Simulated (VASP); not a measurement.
Runs of VASP 6.6.1 on Ta4C3. The structure is that of space group Cm (No. 8), or close to it. The cells are those of the table. 

| cell | gap on the mesh (eV) | pressure (GPa) | largest force (eV/Å) |
| --- | --- | --- | --- |
| a = 3.103, b = 3.103, c = 10.204 Å, angles 94.4, 94.4, 60.0°, 7 atoms | none | (b) | 5.84 |
| a = 3.103, b = 3.103, c = 10.253 Å, angles 83.5, 83.5, 60.0°, 7 atoms | none | 65.7 | 84.71 |
| a = 3.103, b = 3.103, c = 10.514 Å, angles 77.2, 77.2, 60.0°, 7 atoms | none | (a) | 36.44 |
| a = 3.103, b = 3.103, c = 10.174 Å, angles 87.8, 87.8, 60.0°, 7 atoms | none | 13.2 | 9.82 |
| a = 3.103, b = 3.103, c = 10.174 Å, angles 92.2, 92.2, 60.0°, 7 atoms | none | 9.6 | 5.88 |

Alike in all rows: task single point; level PBEsol; potentials or basis VASP PAW PBE potentials, release 64 (Ta_pv, C); no spin polarisation; k mesh 14 × 14 × 4; cutoff (eV) 520; smearing gaussian 0.15 eV.

Task: Estimate the missing entries.

Result: (a) 33.4; (b) 9.7.

Caveats: the cell stands under pressure; the PAW data sets were made with another functional, which shifts forces and pressure a little; spin-orbit coupling is left out, which moves the levels of the heavy elements; atoms lie so close that the PAW spheres overlap strongly, which falsifies energies and pressures (at least some runs).

A k mesh can miss the band edges, and the runs leave out spin-orbit coupling on Ta.

A gap of «none» marks levels without a gap at the run's occupations.
